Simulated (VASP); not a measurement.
# Sr (P6_3/mmc) in VASP: notebook, part 3 of 3

VASP 6.6.1. The steps go on from the part before.

## Step 5: Electric field gradients, r2SCAN

This run uses another cell than the first one, of 56.43 Å³/atom.

The input, POSCAR:

```
Sr
1.0
    4.3011985039      0.0000000000      0.0000000000
   -2.1505992519      3.7249471711      0.0000000000
    0.0000000000      0.0000000000      7.0445570100
Sr
2
Direct
    0.3333333333      0.6666666667      0.2500000000
    0.6666666667      0.3333333333      0.7500000000
```

The input, INCAR.step1:

```
SYSTEM = Sr
  PREC = Accurate
  ENCUT = 520
  ISMEAR = -1
  SIGMA = 0.05
  LREAL = .False.
  LASPH = .True.
  NELM = 80
  NBANDS = 17
  GGA = PE
  ALGO = Normal
  EDIFF = 1E-4
  LWAVE = .True.
  LCHARG = .False.
```

The input, INCAR.step2:

```
SYSTEM = Sr
  PREC = Accurate
  ENCUT = 520
  EDIFF = 1E-8
  ISMEAR = -1
  SIGMA = 0.05
  LREAL = .False.
  LASPH = .True.
  NELM = 80
  ALGO = Normal
  ISIF = 2
  LWAVE = .False.
  LCHARG = .False.
  METAGGA = R2SCAN
  LMIXTAU = .True.
  LEFG = .True.
  NBANDS = 17
  ISTART = 1
```

The input, KPOINTS:

```
Automatic mesh
0
Gamma
  11 11 6
  0 0 0
```

Potentials or basis: VASP PAW PBE potentials, release 64 (Sr_sv).

Started as:

```bash
$ cat potpaw_PBE.64/Sr_sv/POTCAR > POTCAR
$ cp INCAR.step1 INCAR
$ mpirun -np 1 vasp_std > vasp.out
$ cp INCAR.step2 INCAR
$ mpirun -np 1 vasp_std > vasp.out
```

OUTCAR:

```text
SYSTEM = Sr
   PREC = Accurate
   ENCUT = 520
   EDIFF = 1E-8
   ISMEAR = -1
   LREAL = .False.
   LASPH = .True.
   NELM = 80
   ISIF = 2
   METAGGA = R2SCAN
   ISTART = 1

 ion  position               nearest neighbor table
   1  0.333  0.667  0.250-   2 4.31   2 4.31   2 4.31   2 4.31   2 4.31   2 4.31
   2  0.667  0.333  0.750-   1 4.31   1 4.31   1 4.31   1 4.31   1 4.31   1 4.31

  LATTYP: Found a hexagonal cell.
 ALAT       =     4.3011985039
 C/A-ratio  =     1.6378125780

  Lattice vectors:

 A1 = (   4.3011985039,   0.0000000000,   0.0000000000)
 A2 = (  -2.1505992519,   3.7249471711,   0.0000000000)
 A3 = (   0.0000000000,   0.0000000000,   7.0445570100)

Analysis of symmetry for initial positions (statically):
=====================================================================
 Subroutine PRICEL returns:
 Original cell was already a primitive cell.

 Routine SETGRP: Setting up the symmetry group for a
 hexagonal supercell.

 Subroutine GETGRP returns: Found 24 space group operations
 (whereof 12 operations were pure point group operations)
 out of a pool of 24 trial point group operations.

The static configuration has the point symmetry D_3d.
 The point group associated with its full space group is D_6h.

Analysis of symmetry for dynamics (positions and initial velocities):
=====================================================================
 Subroutine PRICEL returns:
 Original cell was already a primitive cell.

 Routine SETGRP: Setting up the symmetry group for a
 hexagonal supercell.

 Subroutine GETGRP returns: Found 24 space group operations
 (whereof 12 operations were pure point group operations)
 out of a pool of 24 trial point group operations.

The dynamic configuration has the point symmetry D_3d.
 The point group associated with its full space group is D_6h.

 Subroutine INISYM returns: Found 24 space group operations
 (whereof 12 operations are pure point group operations),
 and found     1 'primitive' translations

----------------------------------------------------------------------------------------

                                     Primitive cell

  volume of cell :     112.8660

  direct lattice vectors                    reciprocal lattice vectors
     4.301198504  0.000000000  0.000000000     0.232493339  0.134230092  0.000000000
    -2.150599252  3.724947171  0.000000000     0.000000000  0.268460183  0.000000000
     0.000000000  0.000000000  7.044557010     0.000000000  0.000000000  0.141953568

  length of vectors
     4.301198504  4.301198504  7.044557010     0.268460183  0.268460183  0.141953568

  position of ions in fractional coordinates (direct lattice)
     0.333333333  0.666666667  0.250000000
     0.666666667  0.333333333  0.750000000

  ion indices of the primitive-cell ions
   primitive index   ion index
                 1           1
                 2           2

----------------------------------------------------------------------------------------

 KPOINTS: Automatic mesh

Automatic generation of k-mesh.
[... 75 lines left out ...]
   TEBEG  =    0.0;   TEEND  =   0.0 temperature during run
   PSTRESS=    0.0 pullay stress
   NELECT =      20.0000    total number of electrons
   NUPDOWN=      -1.0000    fix difference up-down
   EMIN   =  10.00;   EMAX   =-10.00  energy-range for DOS
   EFERMI =   0.00;   METHOD = LEGACY
   ISMEAR =    -1;   SIGMA  =   0.05  broadening in eV -4-tet -1-fermi 0-gaus
   EFERMI_NEDOS =   21; number of points for ismear=-14 and -15
   IALGO  =     38    algorithm
   IMIX   =      4    mixing-type and parameters
     AMIX     =   0.40;   BMIX     =  1.00
     AMIX_MAG =   1.60;   BMIX_MAG =  1.00
  volume/ion in A,a.u.               =      56.43       380.83
  Fermi-wavevector in a.u.,A,eV,Ry     =   0.919525  1.737651 11.504093  0.845527
  Thomas-Fermi vector in A             =   2.044729
   LORBIT       =      0    0 simple, 1 ext, 2 COOP (PROOUT), +10 PAW based schemes
   METAGGA = R2SCAN    functional components
   LHFCALC =     F    Hartree Fock is set to
   AEXX    =    0.0000 exact exchange contribution
   IVDW    =     0    specifies the selected vdW correction
   LEPSILON=     F    determine dielectric tensor
   LRPA    =     F    only Hartree local field effects (RPA)
 non-spin polarized calculation
  energy-cutoff  :      520.00
  volume of cell :      112.87
 maximum number of plane-waves:      3066
 NGX is ok and might be reduce to    32
   NGX = 15   NGY = 15   NGZ = 27

 number of electron      20.0000000 magnetization

 Free energy of the ion-electron system (eV)
  ---------------------------------------------------
  ext. energy  EPLUGINS =         0.00000000
  ---------------------------------------------------
  free energy    TOTEN  =       -30.20174907 eV

  energy without entropy =      -30.18448517  energy(sigma->0) =      -30.19311712

 E-fermi :   1.5541     XC(G=0):  -7.7136

 val. band max:        1.5469814817   @ k =   0.2727   0.0909   0.0000
 cond. band min:       1.5715693353   @ k =   0.3636   0.0000   0.0000
 fundamental gap:      0.0245878536
 Fermi energy:         1.5540720447

 k-point     1 :       0.0000    0.0000    0.0000
  band No.  band energies     occupation
      1     -36.5485      2.00000
      2     -36.5352      2.00000
      3     -17.9895      2.00000
      4     -17.8397      2.00000
      5     -17.8397      2.00000
      6     -17.8147      2.00000
[... 457 lines left out ...]
      4     -17.8975      2.00000
      5     -17.8900      2.00000
      6     -17.8576      2.00000
[... 9 lines left out ...]
     16       4.8423      0.00000
     17       5.0726      0.00000

 [... further k-points ...]

------------------------ aborting loop because EDIFF is reached ----------------------------------------

  FORCE on cell =-STRESS in cart. coord.  units (eV):
  Direction    XX          YY          ZZ          XY          YZ          ZX
  --------------------------------------------------------------------------------------
  -------------------------------------------------------------------------------------
  Total        0.0597835      0.0597835      0.2725496      0.0000000      0.0000000     -0.0000000
  in kB        0.8486503      0.8486503      3.8689476      0.0000000      0.0000000     -0.0000000
  external PRESSURE =       1.8554161 kB  Pullay stress =       0.0000000 kB

 VOLUME and BASIS-vectors are now :
 -----------------------------------------------------------------------------
  energy-cutoff  :      520.00
  volume of cell :      112.87
      direct lattice vectors                 reciprocal lattice vectors
     4.301198504  0.000000000  0.000000000     0.232493339  0.134230092  0.000000000
    -2.150599252  3.724947171  0.000000000     0.000000000  0.268460183  0.000000000
     0.000000000  0.000000000  7.044557010     0.000000000  0.000000000  0.141953568

 POSITION                                       TOTAL-FORCE (eV/Angst)
 -----------------------------------------------------------------------------------
     -0.00000      2.48330      1.76114        -0.000000     -0.000000     -0.000000
      2.15060      1.24165      5.28342         0.000000      0.000000      0.000000
 -----------------------------------------------------------------------------------
    total drift:                               -0.000000      0.000000     -0.000000

  FREE ENERGIE OF THE ION-ELECTRON SYSTEM (eV)
  ---------------------------------------------------
  free  energy   TOTEN  =       -30.2017490666 eV

  energy  without entropy=      -30.1844851680  energy(sigma->0) =      -30.19311712

 Electric field gradients (V/A^2)
---------------------------------------------------------------------
 ion       V_xx      V_yy      V_zz      V_xy      V_xz      V_yz
---------------------------------------------------------------------
   1       5.095     5.095   -10.190     0.000     0.000    -0.000
   2       5.095     5.095   -10.190     0.000    -0.000     0.000
---------------------------------------------------------------------

 Electric field gradients after diagonalization (V/A^2)
 (convention: |V_zz| > |V_xx| > |V_yy|)
----------------------------------------------------------------------
 ion       V_xx      V_yy      V_zz     asymmetry (V_yy - V_xx)/ V_zz
----------------------------------------------------------------------
   1       5.095     5.095   -10.190       0.000
   2       5.095     5.095   -10.190       0.000
----------------------------------------------------------------------

           NMR quadrupolar parameters

 Cq : quadrupolar parameter    Cq=e*Q*V_zz/h
 eta: asymmetry parameters     (V_yy - V_xx)/ V_zz
 Q  : nuclear electric quadrupole moment in mb (millibarn)
----------------------------------------------------------------------
 ion       Cq(MHz)       eta       Q (mb)
----------------------------------------------------------------------
   1      -0.025       0.000       1.000
   2      -0.025       0.000       1.000
----------------------------------------------------------------------
```

It took 11 min on 1 thread of Oxide Virtual Turin-like, shared host; peak memory 0.26 GiB.

Results:

```
Free energy                             : -30.2017 eV
Pressure                                : 0.2 GPa
Band gap on the k mesh                  : zero (bands 10 and 11 overlap by 0.27 eV)
Largest electric field gradient by atom : Sr -10.2 V/Å²
```

Electric field gradients, principal values (V/Å²):
```tsv
atom	least	middle	greatest (by size)
1 Sr	5.095	5.095	-10.190
2 Sr	5.095	5.095	-10.190
```

Caveat: without QUAD_EFG the Cq values of the log hold for a quadrupole moment of 1 mb, not for the nuclei; the PAW data sets were made with another functional, which shifts forces and pressure a little.

## Step 6: Electric field gradients, r2SCAN (57.56 Å³/atom)

This run uses another cell than the first one, of 57.56 Å³/atom.

The input, POSCAR:

```
Sr
1.0
    4.3296840923      0.0000000000      0.0000000000
   -2.1648420462      3.7496164143      0.0000000000
    0.0000000000      0.0000000000      7.0912110651
Sr
2
Direct
    0.3333333333      0.6666666667      0.2500000000
    0.6666666667      0.3333333333      0.7500000000
```

The input, INCAR.step1:

```
SYSTEM = Sr
ALGO = Normal
EDIFF = 1E-4
ENCUT = 520
GGA = PE
ISMEAR = -1
LASPH = .True.
LCHARG = .False.
LREAL = .False.
LWAVE = .True.
NBANDS = 17
NELM = 100
PREC = Accurate
SIGMA = 0.05
```

The input, INCAR.step2:

```
SYSTEM = Sr
ALGO = Normal
EDIFF = 1E-8
ENCUT = 520
ISIF = 2
ISMEAR = -1
ISTART = 1
LASPH = .True.
LCHARG = .False.
LEFG = .True.
LMIXTAU = .True.
LREAL = .False.
LWAVE = .False.
METAGGA = R2SCAN
NBANDS = 17
NELM = 100
PREC = Accurate
SIGMA = 0.05
```

The input, KPOINTS:

```
k-points
0
Gamma
  11 11 6
  0 0 0
```

Potentials or basis: VASP PAW PBE potentials, release 64 (Sr_sv).

Started as:

```bash
$ cat potpaw_PBE.64/Sr_sv/POTCAR > POTCAR
$ cp INCAR.step1 INCAR
$ mpirun -np 1 vasp_std > vasp.out
$ cp INCAR.step2 INCAR
$ mpirun -np 1 vasp_std > vasp.out
```

OUTCAR:

```text
SYSTEM = Sr
   EDIFF = 1E-8
   ENCUT = 520
   ISIF = 2
   ISMEAR = -1
   ISTART = 1
   LASPH = .True.
   LREAL = .False.
   METAGGA = R2SCAN
   NELM = 100
   PREC = Accurate

 ion  position               nearest neighbor table
   1  0.333  0.667  0.250-   2 4.34   2 4.34   2 4.34   2 4.34   2 4.34   2 4.34
   2  0.667  0.333  0.750-   1 4.34   1 4.34   1 4.34   1 4.34   1 4.34   1 4.34

  LATTYP: Found a hexagonal cell.
 ALAT       =     4.3296840923
 C/A-ratio  =     1.6378125780

  Lattice vectors:

 A1 = (   4.3296840923,   0.0000000000,   0.0000000000)
 A2 = (  -2.1648420462,   3.7496164143,   0.0000000000)
 A3 = (   0.0000000000,   0.0000000000,   7.0912110651)

Analysis of symmetry for initial positions (statically):
=====================================================================
 Subroutine PRICEL returns:
 Original cell was already a primitive cell.

 Routine SETGRP: Setting up the symmetry group for a
 hexagonal supercell.

 Subroutine GETGRP returns: Found 24 space group operations
 (whereof 12 operations were pure point group operations)
 out of a pool of 24 trial point group operations.

The static configuration has the point symmetry D_3d.
 The point group associated with its full space group is D_6h.

Analysis of symmetry for dynamics (positions and initial velocities):
=====================================================================
 Subroutine PRICEL returns:
 Original cell was already a primitive cell.

 Routine SETGRP: Setting up the symmetry group for a
 hexagonal supercell.

 Subroutine GETGRP returns: Found 24 space group operations
 (whereof 12 operations were pure point group operations)
 out of a pool of 24 trial point group operations.

[... 160 lines left out ...]
      4     -17.9484      2.00000
      5     -17.9484      2.00000
      6     -17.9250      2.00000
[... 457 lines left out ...]
      4     -18.0021      2.00000
      5     -17.9952      2.00000
      6     -17.9651      2.00000
[... 9 lines left out ...]
     16       4.7394      0.00000
     17       4.9657      0.00000

 [... further k-points ...]

------------------------ aborting loop because EDIFF is reached ----------------------------------------

  FORCE on cell =-STRESS in cart. coord.  units (eV):
  Direction    XX          YY          ZZ          XY          YZ          ZX
  --------------------------------------------------------------------------------------
  -------------------------------------------------------------------------------------
  Total       -0.1064804     -0.1064804      0.0856914      0.0000000      0.0000000      0.0000000
  in kB       -1.4818928     -1.4818928      1.1925713      0.0000000      0.0000000      0.0000000
  external PRESSURE =      -0.5904047 kB  Pullay stress =       0.0000000 kB

 VOLUME and BASIS-vectors are now :
 -----------------------------------------------------------------------------
  energy-cutoff  :      520.00
  volume of cell :      115.12
      direct lattice vectors                 reciprocal lattice vectors
     4.329684092  0.000000000  0.000000000     0.230963733  0.133346973  0.000000000
    -2.164842046  3.749616414  0.000000000     0.000000000  0.266693947  0.000000000
     0.000000000  0.000000000  7.091211065     0.000000000  0.000000000  0.141019636

 POSITION                                       TOTAL-FORCE (eV/Angst)
 -----------------------------------------------------------------------------------
     -0.00000      2.49974      1.77280        -0.000000      0.000000      0.000000
      2.16484      1.24987      5.31841         0.000000     -0.000000      0.000000
 -----------------------------------------------------------------------------------
    total drift:                               -0.000000      0.000000     -0.000000

  FREE ENERGIE OF THE ION-ELECTRON SYSTEM (eV)
  ---------------------------------------------------
  free  energy   TOTEN  =       -30.2027406453 eV

  energy  without entropy=      -30.1855344298  energy(sigma->0) =      -30.19413754

 Electric field gradients (V/A^2)
---------------------------------------------------------------------
 ion       V_xx      V_yy      V_zz      V_xy      V_xz      V_yz
---------------------------------------------------------------------
   1       4.845     4.845    -9.690     0.000     0.000    -0.000
   2       4.845     4.845    -9.690     0.000    -0.000     0.000
---------------------------------------------------------------------

 Electric field gradients after diagonalization (V/A^2)
 (convention: |V_zz| > |V_xx| > |V_yy|)
----------------------------------------------------------------------
 ion       V_xx      V_yy      V_zz     asymmetry (V_yy - V_xx)/ V_zz
----------------------------------------------------------------------
   1       4.845     4.845    -9.690       0.000
   2       4.845     4.845    -9.690       0.000
----------------------------------------------------------------------

           NMR quadrupolar parameters

 Cq : quadrupolar parameter    Cq=e*Q*V_zz/h
 eta: asymmetry parameters     (V_yy - V_xx)/ V_zz
 Q  : nuclear electric quadrupole moment in mb (millibarn)
----------------------------------------------------------------------
 ion       Cq(MHz)       eta       Q (mb)
----------------------------------------------------------------------
   1      -0.023       0.000       1.000
   2      -0.023       0.000       1.000
----------------------------------------------------------------------
```

OUTCAR.step1:

```text
SYSTEM = Sr
   EDIFF = 1E-4
   ENCUT = 520
   GGA = PE
   ISMEAR = -1
   LASPH = .True.
   LREAL = .False.
[... 702 lines left out ...]
     -0.00000      2.49974      1.77280        -0.000000     -0.000000      0.000000
      2.16484      1.24987      5.31841         0.000000      0.000000      0.000000
 -----------------------------------------------------------------------------------
    total drift:                               -0.000000      0.000000     -0.000000

  FREE ENERGIE OF THE ION-ELECTRON SYSTEM (eV)
  ---------------------------------------------------
  free  energy   TOTEN  =        -3.2742982407 eV

  energy  without entropy=       -3.2539966924  energy(sigma->0) =       -3.26414747
```

OSZICAR.step1:

```text
N       E                     dE             d eps       ncg     rms          rms(c)
DAV:   1     0.108258204550E+03    0.10826E+03   -0.92855E+03  2176   0.979E+02
DAV:   2     0.530954749099E+01   -0.10295E+03   -0.10141E+03  2787   0.226E+02
DAV:   3    -0.308062336084E+01   -0.83902E+01   -0.83678E+01  3983   0.464E+01
DAV:   4    -0.326207065134E+01   -0.18145E+00   -0.18134E+00  2922   0.657E+00
DAV:   5    -0.326761981615E+01   -0.55492E-02   -0.55485E-02  3540   0.805E-01    0.155E+01
DAV:   6    -0.327144118972E+01   -0.38214E-02   -0.14519E-02  2859   0.122E+00    0.875E+00
DAV:   7    -0.327415977984E+01   -0.27186E-02   -0.24229E-02  2624   0.158E+00    0.436E-01
DAV:   8    -0.327424247455E+01   -0.82695E-04   -0.32579E-03  3532   0.287E-01    0.149E-01
DAV:   9    -0.327429824066E+01   -0.55766E-04   -0.12272E-04  2293   0.607E-02
   1 F= -.32742982E+01 E0= -.32641475E+01  d E =-.203015E-01
```

Run time: 10 min. Hardware: 1 thread of Oxide Virtual Turin-like, shared host; peak memory 0.27 GiB.

What came out:

* Free energy: -30.2027 eV
* Pressure: -0.1 GPa
* Band gap on the k mesh: zero (bands 10 and 11 overlap by 0.29 eV)
* Largest electric field gradient by atom: Sr -9.7 V/Å²

Levels at points of the mesh, in eV from the Fermi level:
```csv
k point,band 7,band 8,band 9,band 10,band 11,band 12,band 13,band 14
"(0.00, 0.00, 0.00)",-19.41,-19.40,-3.81,-1.09,-0.14,2.56,2.56,2.56
"(0.00, 0.00, 0.50)",-19.42,-19.42,-2.85,-2.85,1.41,1.41,2.56,2.56
```

Electric field gradients, principal values (V/Å²):
```csv
atom,least,middle,greatest (by size)
1 Sr,4.845,4.845,-9.690
2 Sr,4.845,4.845,-9.690
```

Caveat: without QUAD_EFG the Cq values of the log hold for a quadrupole moment of 1 mb, not for the nuclei; the PAW data sets were made with another functional, which shifts forces and pressure a little.

## Step 7: The runs side by side

```tsv
cell	gap on the mesh (eV)	pressure (GPa)
a = 4.243, b = 4.243, c = 6.949 Å, angles 90.0, 90.0, 120.0°, 2 atoms	none	0.7
a = 4.272, b = 4.272, c = 6.997 Å, angles 90.0, 90.0, 120.0°, 2 atoms	none	0.4
a = 4.301, b = 4.301, c = 7.045 Å, angles 90.0, 90.0, 120.0°, 2 atoms	none	0.2
a = 4.330, b = 4.330, c = 7.091 Å, angles 90.0, 90.0, 120.0°, 2 atoms	none	-0.1
```

Alike in all rows: task electric field gradients; level r2SCAN; potentials or basis VASP PAW PBE potentials, release 64 (Sr_sv); no spin polarisation; k mesh 11 × 11 × 6; cutoff (eV) 520; smearing fermi-dirac 0.05 eV.

Caveats: the PAW data sets were made with another functional, which shifts forces and pressure a little.

Absolute energies hang on the potentials; compare differences alone.

The gap in the log of VASP goes by the Fermi energy; the results here count the filled bands.